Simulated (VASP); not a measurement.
CdS: single point with PBEsol

The system is CdS.

```
Cd S
1.0
     3.79158    0.00000    0.00000
     0.00000    5.36041    0.00000
     0.00000    0.00000    3.79125
Cd S
2 2
Direct
  0.50000 0.50000 0.24303
  0.00000 0.00000 0.75697
  0.50000 0.00000 0.25516
  0.00000 0.50000 0.74484
```

| Item | Value |
| --- | --- |
| Program | VASP 6.6.1 |
| Task | single point |
| Functional | PBEsol |
| Potentials or basis | VASP PAW PBE potentials, release 64 (Cd, S) |
| Cutoff | 500 eV |
| k mesh | 6 × 4 × 6 |
| Occupations | gaussian, width 0.01 eV |
| Spin | no spin polarisation |
| Dipole correction | no |
| Further INCAR settings | ALGO = Normal; EDIFF = 1e-06; NBANDS = 26 |

```json
{"Pressure": "2.3 GPa", "Largest force": "0.026 eV/Å", "Band gap on the k mesh": "0.11 eV"}
```

Forces on the atoms (eV/Å):
```
Cd   0.000  0.000  0.026
Cd   0.000  0.000 -0.026
S    0.000  0.000 -0.013
S    0.000  0.000  0.013
```

Stress tensor (GPa, compression positive):
```
2.38 0.00 0.00
0.00 2.27 0.00
0.00 0.00 2.38
```

Levels at points of the mesh, in eV from the valence-band top:
```tsv
k point	band 16	band 17	band 18	band 19	band 20	band 21
(0.00, 0.00, 0.00)	-0.90	-0.89	-0.89	0.11	1.06	5.80
(0.50, 0.00, 0.00)	-2.60	-0.17	-0.17	4.33	4.33	5.70
(0.00, 0.50, 0.00)	-1.61	-1.61	-1.61	3.13	3.13	6.68
(0.50, 0.50, 0.00)	0.00	0.00	0.00	3.29	3.29	5.74
(0.00, 0.00, 0.50)	-2.60	-0.18	-0.16	4.30	4.36	5.69
(0.50, 0.00, 0.50)	-2.44	-2.44	-2.44	0.11	0.11	5.80
(0.00, 0.50, 0.50)	0.00	0.00	0.00	3.29	3.29	5.74
(0.50, 0.50, 0.50)	-3.59	-3.16	-3.16	3.55	3.55	6.72
```

It took 38 s on 1 thread of Intel(R) Xeon(R) Platinum 8488C (Sapphire Rapids) (shared host), peak memory 0.22 GiB.

Caveat: the PAW data sets were made with another functional, which shifts forces and pressure a little. A k mesh can miss the band edges.
